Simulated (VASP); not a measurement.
# Na4Bi (Im-3m) in VASP: relaxation of cell and atoms with PBE

Aim: the relaxation of cell and atoms of Na4Bi with PBE.

Program: VASP 6.6.1. These are calculated values, not measurements. Logs are shortened: lines on timing, memory, paths and dates and some standing lists are left out, and cuts for length are marked.

### Step 1. The cell of the first run

The structure is cubic, space group Im-3m (No. 229). The conventional cell has a = 7.415 Å, b = 7.415 Å, c = 7.415 Å, α = 90.00°, β = 90.00°, γ = 90.00°. Within 4.2 Å of Na (site symmetry -3m) lie 2 Bi at 3.21 Å and 6 Na at 3.71 Å. Within 4.2 Å of Bi (site symmetry m-3m) lie 8 Na at 3.21 Å.

### Step 2. Relaxation of cell and atoms, PBE

The input, INCAR:

```
PREC = Accurate
ENCUT = 600
EDIFF = 1E-7
ISMEAR = -1
SIGMA = 0.15
LREAL = False
LASPH = True
NELM = 60
ALGO = Fast
ISIF = 3
LWAVE = False
LCHARG = False
GGA = PE
IBRION = 2
NSW = 80
EDIFFG = -0.001
```

The input, KPOINTS:

```
Automatic mesh
0
Gamma
  8 8 8
```

The input, POSCAR:

```
Na4Bi
1.0
   -3.7075346283      3.7075346283      3.7075346283
    3.7075346283     -3.7075346283      3.7075346283
    3.7075346283      3.7075346283     -3.7075346283
Na Bi
4 1
Direct
    0.5000000000      0.5000000000      0.5000000000
    0.5000000000      0.0000000000      0.0000000000
    0.0000000000      0.0000000000      0.5000000000
    0.0000000000      0.5000000000      0.0000000000
    0.0000000000      0.0000000000      0.0000000000
```

Potentials or basis: VASP PAW PBE potentials, release 64 (Na_pv, Bi_d).

Run with:

```
$ cat potpaw_PBE.64/Na_pv/POTCAR potpaw_PBE.64/Bi_d/POTCAR > POTCAR
$ mpirun -np 1 vasp_std > vasp.out
```

OUTCAR:

```text
PREC = Accurate
   ENCUT = 600
   EDIFF = 1E-7
   ISMEAR = -1
   LREAL = False
   LASPH = True
   NELM = 60
   ISIF = 3
   GGA = PE
   IBRION = 2
   NSW = 80
   EDIFFG = -0.001

 ion  position               nearest neighbor table
   1  0.500  0.500  0.500-   5 3.21   5 3.21
   2  0.500  0.000  0.000-   5 3.21   5 3.21
   3  0.000  0.000  0.500-   5 3.21   5 3.21
   4  0.000  0.500  0.000-   5 3.21   5 3.21
   5  0.000  0.000  0.000-   1 3.21   2 3.21   3 3.21   4 3.21   3 3.21   4 3.21   2 3.21   1 3.21

  LATTYP: Found a body centered cubic cell.
 ALAT       =     7.4150692566

  Lattice vectors:

 A1 = (  -3.7075346283,   3.7075346283,   3.7075346283)
 A2 = (   3.7075346283,  -3.7075346283,   3.7075346283)
 A3 = (   3.7075346283,   3.7075346283,  -3.7075346283)

Analysis of symmetry for initial positions (statically):
=====================================================================
 Subroutine PRICEL returns:
 Original cell was already a primitive cell.

 Routine SETGRP: Setting up the symmetry group for a
 body centered cubic supercell.

 Subroutine GETGRP returns: Found 48 space group operations
 (whereof 48 operations were pure point group operations)
 out of a pool of 48 trial point group operations.

The static configuration has the point symmetry O_h .

Analysis of symmetry for dynamics (positions and initial velocities):
=====================================================================
 Subroutine PRICEL returns:
 Original cell was already a primitive cell.

 Routine SETGRP: Setting up the symmetry group for a
 body centered cubic supercell.

 Subroutine GETGRP returns: Found 48 space group operations
 (whereof 48 operations were pure point group operations)
 out of a pool of 48 trial point group operations.

The dynamic configuration has the point symmetry O_h .

 Subroutine INISYM returns: Found 48 space group operations
 (whereof 48 operations are pure point group operations),
 and found     1 'primitive' translations

----------------------------------------------------------------------------------------

                                     Primitive cell

  volume of cell :     203.8523

  direct lattice vectors                    reciprocal lattice vectors
    -3.707534628  3.707534628  3.707534628     0.000000000  0.134860507  0.134860507
     3.707534628 -3.707534628  3.707534628     0.134860507  0.000000000  0.134860507
     3.707534628  3.707534628 -3.707534628     0.134860507  0.134860507  0.000000000

  length of vectors
     6.421638347  6.421638347  6.421638347     0.190721558  0.190721558  0.190721558

  position of ions in fractional coordinates (direct lattice)
     0.500000000  0.500000000  0.500000000
     0.500000000  0.000000000  0.000000000
     0.000000000  0.000000000  0.500000000
     0.000000000  0.500000000  0.000000000
     0.000000000  0.000000000  0.000000000

  ion indices of the primitive-cell ions
   primitive index   ion index
                 1           1
                 2           2
                 3           3
                 4           4
                 5           5

----------------------------------------------------------------------------------------

 KPOINTS: Automatic mesh

Automatic generation of k-mesh.
 Grid dimensions read from file:
 generate k-points for:    8    8    8

 Generating k-lattice:

  Cartesian coordinates                     Fractional coordinates (reciprocal lattice)
     0.000000000  0.016857563  0.016857563     0.125000000  0.000000000  0.000000000
     0.016857563  0.000000000  0.016857563     0.000000000  0.125000000  0.000000000
     0.016857563  0.016857563  0.000000000     0.000000000  0.000000000  0.125000000

  Length of vectors
     0.023840195  0.023840195  0.023840195

  Shift w.r.t. Gamma in fractional coordinates (k-lattice)
     0.000000000  0.000000000  0.000000000

 Subroutine IBZKPT returns following result:
 ===========================================

 Found     29 irreducible k-points:

 Following reciprocal coordinates:
            Coordinates               Weight
  0.000000  0.000000  0.000000      1.000000
  0.125000  0.000000  0.000000     12.000000
  0.250000  0.000000  0.000000     12.000000
  0.375000  0.000000  0.000000     12.000000
  0.500000  0.000000  0.000000      6.000000
  0.125000  0.125000  0.000000     24.000000
[... 16 lines left out ...]
 -0.250000  0.250000  0.250000      6.000000
 -0.375000  0.375000  0.250000     24.000000
 [... further k-points ...]
   k-points           NKPTS =     29   k-points in BZ     NKDIM =     29   number of bands    NBANDS=     25
   number of dos      NEDOS =    301   number of ions     NIONS =      5
   total plane-waves  NPLWV = 157464
   dimension x,y,z NGX =    54 NGY =   54 NGZ =   54
   dimension x,y,z NGXF=   108 NGYF=  108 NGZF=  108
   ions per type =               4   1
   NGX,Y,Z   is equivalent  to a cutoff of  13.98, 13.98, 13.98 a.u.
   NGXF,Y,Z  is equivalent  to a cutoff of  27.96, 27.96, 27.96 a.u.
 SYSTEM =  unknown system
   PREC   = accura    normal or accurate (medium, high low for compatibility)
   ISTART =      0    job   : 0-new  1-cont  2-samecut
   ICHARG =      2    charge: 1-file 2-atom 10-const
   ISPIN  =      1    spin polarized calculation?
   LNONCOLLINEAR =      F non collinear calculations
   LSORBIT =      F    spin-orbit coupling
   LASPH  =      T    aspherical Exc in radial PAW
   ENCUT  =  600.0 eV  44.10 Ry    6.64 a.u.  12.83 12.83 12.83*2*pi/ulx,y,z
   NELM   =     60;   NELMIN=  2; NELMDL= -5     # of ELM steps
   EDIFF  = 0.1E-06   stopping-criterion for ELM
   LREAL  =      F    real-space projection
   EDIFFG = -.1E-02   stopping-criterion for IOM
   NSW    =     80    number of steps for IOM
   IBRION =      2    ionic relax: 0-MD 1-quasi-New 2-CG
   NFREE  =      1    steps in history (QN), initial steepest desc. (CG)
   ISIF   =      3    stress and relaxation
   ISYM   =      2    0-nonsym 1-usesym 2-fastsym
   POTIM  = 0.5000    time-step for ionic-motion
   TEBEG  =    0.0;   TEEND  =   0.0 temperature during run
   PSTRESS=    0.0 pullay stress
   NELECT =      43.0000    total number of electrons
   NUPDOWN=      -1.0000    fix difference up-down
   EMIN   =  10.00;   EMAX   =-10.00  energy-range for DOS
   EFERMI =   0.00;   METHOD = LEGACY
   ISMEAR =    -1;   SIGMA  =   0.15  broadening in eV -4-tet -1-fermi 0-gaus
   EFERMI_NEDOS =   21; number of points for ismear=-14 and -15
   IALGO  =     68    algorithm
   IMIX   =      4    mixing-type and parameters
     AMIX     =   0.40;   BMIX     =  1.00
     AMIX_MAG =   1.60;   BMIX_MAG =  1.00
  volume/ion in A,a.u.               =      40.77       275.13
  Fermi-wavevector in a.u.,A,eV,Ry     =   0.974524  1.841583 12.921406  0.949697
  Thomas-Fermi vector in A             =   2.104990
   LORBIT       =      0    0 simple, 1 ext, 2 COOP (PROOUT), +10 PAW based schemes
   GGA     = PE    functional components
   LHFCALC =     F    Hartree Fock is set to
   AEXX    =    0.0000 exact exchange contribution
   IVDW    =     0    specifies the selected vdW correction
   LEPSILON=     F    determine dielectric tensor
   LRPA    =     F    only Hartree local field effects (RPA)
 conjugate gradient relaxation of ions
 non-spin polarized calculation
 RMM-DIIS sequential band-by-band and
  energy-cutoff  :      600.00
  volume of cell :      203.85
 maximum number of plane-waves:      6852
 NGX is ok and might be reduce to    54
   NGX = 25   NGY = 25   NGZ = 25

--------------------------------------- Ionic step        1  -------------------------------------------

 number of electron      43.0000017 magnetization

 Free energy of the ion-electron system (eV)
  ---------------------------------------------------
  ext. energy  EPLUGINS =         0.00000000
  ---------------------------------------------------
  free energy    TOTEN  =       -10.15864682 eV

  energy without entropy =      -10.01883334  energy(sigma->0) =      -10.08874008

------------------------ aborting loop because EDIFF is reached ----------------------------------------

  FORCE on cell =-STRESS in cart. coord.  units (eV):
  Direction    XX          YY          ZZ          XY          YZ          ZX
  --------------------------------------------------------------------------------------
  -------------------------------------------------------------------------------------
  Total       -0.0663331     -0.0663331     -0.0663331     -0.0000000      0.0000000     -0.0000000
  in kB       -0.5213447     -0.5213447     -0.5213447     -0.0000000      0.0000000     -0.0000000
  external PRESSURE =      -0.5213447 kB  Pullay stress =       0.0000000 kB

 VOLUME and BASIS-vectors are now :
 -----------------------------------------------------------------------------
  energy-cutoff  :      600.00
  volume of cell :      203.85
      direct lattice vectors                 reciprocal lattice vectors
    -3.707534628  3.707534628  3.707534628     0.000000000  0.134860507  0.134860507
     3.707534628 -3.707534628  3.707534628     0.134860507  0.000000000  0.134860507
     3.707534628  3.707534628 -3.707534628     0.134860507  0.134860507  0.000000000
[... 79 lines left out ...]
 POSITION                                       TOTAL-FORCE (eV/Angst)
 -----------------------------------------------------------------------------------
      1.85288      1.85288      1.85288         0.000000      0.000000      0.000000
     -1.85288      1.85288      1.85288         0.000000     -0.000000      0.000000
      1.85288      1.85288     -1.85288        -0.000000      0.000000      0.000000
      1.85288     -1.85288      1.85288         0.000000      0.000000     -0.000000
      0.00000      0.00000     -0.00000        -0.000000     -0.000000     -0.000000
 -----------------------------------------------------------------------------------
    total drift:                               -0.000000      0.000000     -0.000000

  FREE ENERGIE OF THE ION-ELECTRON SYSTEM (eV)
  ---------------------------------------------------
  free  energy   TOTEN  =       -10.1586411307 eV

  energy  without entropy=      -10.0188162238  energy(sigma->0) =      -10.08872868

--------------------------------------- Ionic step        4  -------------------------------------------

 number of electron      43.0000018 magnetization

 Free energy of the ion-electron system (eV)
  ---------------------------------------------------
  ext. energy  EPLUGINS =         0.00000000
  ---------------------------------------------------
  free energy    TOTEN  =       -10.15864475 eV

  energy without entropy =      -10.01882659  energy(sigma->0) =      -10.08873567

 E-fermi :   1.1925     XC(G=0):  -6.5836

 val. band max:        1.1542155709   @ k =   0.5000   0.5000   0.5000
 cond. band min:       1.2782747743   @ k =   0.5000   0.5000   0.3750
 fundamental gap:      0.1240592033
 Fermi energy:         1.1924907635

 k-point     1 :       0.0000    0.0000    0.0000
  band No.  band energies     occupation
      1     -23.9771      2.00000
      2     -23.9771      2.00000
      3     -23.9771      2.00000
      4     -23.9664      2.00000
      5     -23.9664      2.00000
      6     -23.9664      2.00000
[... 17 lines left out ...]
     24       3.5915      0.00000
     25       3.5915      0.00000
[... 621 lines left out ...]
      3     -23.9717      2.00000
      4     -23.9710      2.00000
      5     -23.9657      2.00000
      6     -23.9611      2.00000
[... 17 lines left out ...]
     24       2.7433      0.00006
     25       3.0379      0.00001

 [... further k-points ...]

------------------------ aborting loop because EDIFF is reached ----------------------------------------

  FORCE on cell =-STRESS in cart. coord.  units (eV):
  Direction    XX          YY          ZZ          XY          YZ          ZX
  --------------------------------------------------------------------------------------
  -------------------------------------------------------------------------------------
  Total        0.0030531      0.0030531      0.0030531      0.0000000     -0.0000000     -0.0000000
  in kB        0.0240219      0.0240219      0.0240219      0.0000000     -0.0000000     -0.0000000
  external PRESSURE =       0.0240219 kB  Pullay stress =       0.0000000 kB

 VOLUME and BASIS-vectors are now :
 -----------------------------------------------------------------------------
  energy-cutoff  :      600.00
  volume of cell :      203.63
      direct lattice vectors                 reciprocal lattice vectors
    -3.706183624  3.706183624  3.706183624     0.000000000  0.134909667  0.134909667
     3.706183624 -3.706183624  3.706183624     0.134909667  0.000000000  0.134909667
     3.706183624  3.706183624 -3.706183624     0.134909667  0.134909667  0.000000000

 POSITION                                       TOTAL-FORCE (eV/Angst)
 -----------------------------------------------------------------------------------
      1.85309      1.85309      1.85309         0.000000      0.000000      0.000000
     -1.85309      1.85309      1.85309         0.000000     -0.000000      0.000000
      1.85309      1.85309     -1.85309        -0.000000      0.000000     -0.000000
      1.85309     -1.85309      1.85309         0.000000     -0.000000     -0.000000
      0.00000      0.00000     -0.00000         0.000000     -0.000000     -0.000000
 -----------------------------------------------------------------------------------
    total drift:                               -0.000000      0.000000     -0.000000

  FREE ENERGIE OF THE ION-ELECTRON SYSTEM (eV)
  ---------------------------------------------------
  free  energy   TOTEN  =       -10.1586447544 eV

  energy  without entropy=      -10.0188265864  energy(sigma->0) =      -10.08873567

 reached required accuracy - stopping structural energy minimisation
```

Wall time 14 min (1 thread of Intel Xeon 8259CL, shared host); peak memory 0.52 GiB.

What came out:

```
Free energy                           : -10.1586 eV
Relaxed volume                        : 40.73 Å³/atom
Relaxed cell                          : a = 6.419 Å, b = 6.419 Å, c = 6.419 Å, α = 109.47°, β = 109.47°, γ = 109.47°
Space group after relaxing (to 0.1 Å) : Im-3m (No. 229)
Ionic steps                           : 4
Pressure after relaxing               : 0.0 GPa
Band gap on the k mesh                : zero (an odd number of electrons rules out a gap without spin polarisation)
```

Final structure:
```
Na Bi
1.0
    -3.70618    3.70618    3.70618
     3.70618   -3.70618    3.70618
     3.70618    3.70618   -3.70618
Na Bi
4 1
Direct
  0.50000 0.50000 0.50000
  0.50000 0.00000 0.00000
  0.00000 0.00000 0.50000
  0.00000 0.50000 0.00000
  0.00000 0.00000 0.00000
```

Levels at points of the mesh, in eV from the Fermi level:
```
           k point  band 18  band 19  band 20  band 21  band 22  band 23  band 24  band 25
(0.00, 0.00, 0.00)   -10.31    -1.71    -1.41    -1.41    -1.41     2.40     2.40     2.40
(0.50, 0.00, 0.00)   -10.25    -2.69    -1.74    -1.48    -0.40     1.14     1.55     2.20
(0.50, 0.50, 0.50)   -10.21    -2.19    -2.19    -2.19    -0.04    -0.04     2.67     2.67
```

Caveat: spin-orbit coupling is left out, which moves the levels of the heavy elements.

The gap in the log of VASP goes by the Fermi energy; the results here count the filled bands.